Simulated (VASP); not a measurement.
A run of VASP 6.6.1:

Contents of INCAR:

```
PREC = Accurate
ENCUT = 910
EDIFF = 1E-6
ISMEAR = 0
SIGMA = 0.05
LREAL = F
LASPH = T
NELM = 120
ALGO = Normal
ISIF = 2
LWAVE = F
LCHARG = F
NBANDS = 25
GGA_COMPAT = F
```

The input KPOINTS:

```
Automatic mesh
0
Gamma
  6 6 10
```

Contents of POSCAR:

```
SiO2
1.0
    4.4078103764      0.0000000000      0.0000000000
    0.0000000000      4.4078103764      0.0000000000
    0.0000000000      0.0000000000      2.4406046054
Si O
2 4
Direct
    0.5000000000      0.5000000000      0.5000000000
    0.0000000000      0.0000000000      0.0000000000
    0.6944252994      0.6944252994      0.0000000000
    0.1944252994      0.8055747006      0.5000000000
    0.3055747006      0.3055747006      0.0000000000
    0.8055747006      0.1944252994      0.5000000000
```

Potentials or basis: VASP PAW LDA potentials, release 64 (Si, O_h).

Command:

```console
$ cat potpaw_LDA.64/Si/POTCAR potpaw_LDA.64/O_h/POTCAR > POTCAR
$ mpirun -np 1 vasp_std > vasp.out
```

Hardware: 1 thread of AMD EPYC 7R13 Processor (Zen 3), on a shared host.

Problem. How long does it take, and how much memory?

Solution. Wall time 90 s on 1 thread of AMD EPYC 7R13 Processor (Zen 3) (shared host), peak memory 0.23 GiB. Counts: scf iterations 13, k points 60.
